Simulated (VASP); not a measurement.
MgO, 2 atoms in the cell. It takes space group Fm-3m (No. 225, cubic). Conventional cell: a = 4.204 Å, b = 4.204 Å, c = 4.204 Å, α = 90.00°, β = 90.00°, γ = 90.00°. Mg (site symmetry m-3m) has 6 O at 2.10 Å within 2.8 Å. O (site symmetry m-3m) has 6 Mg at 2.10 Å within 2.8 Å. 

```yaml
Program: VASP 6.6.1
Task: single point
Functional: LDA
Potentials_or_basis: VASP PAW LDA potentials, release 64 (Mg, O)
Cutoff: 520 eV
k_mesh: 10 × 10 × 10
Occupations: gaussian, width 0.01 eV
Spin: no spin polarisation
Dipole_correction: no
Further_INCAR_settings: ALGO = Normal; EDIFF = 1e-06; NBANDS = 11
```

Potentials or basis: VASP PAW LDA potentials, release 64 (Mg, O).

The run is started by

```bash
$ cat potpaw_LDA.64/Mg/POTCAR potpaw_LDA.64/O/POTCAR > POTCAR
$ mpirun -np 1 vasp_std > vasp.out
```

Hardware: 1 thread of AMD EPYC 9R45 (Zen 5) (shared host).

Task: Estimate the wall time of this run.

Result: It took 7.5 s on 1 thread of AMD EPYC 9R45 (Zen 5), with other jobs on the host, peak memory 0.1 GiB. Counts: scf iterations 11, k points 47.
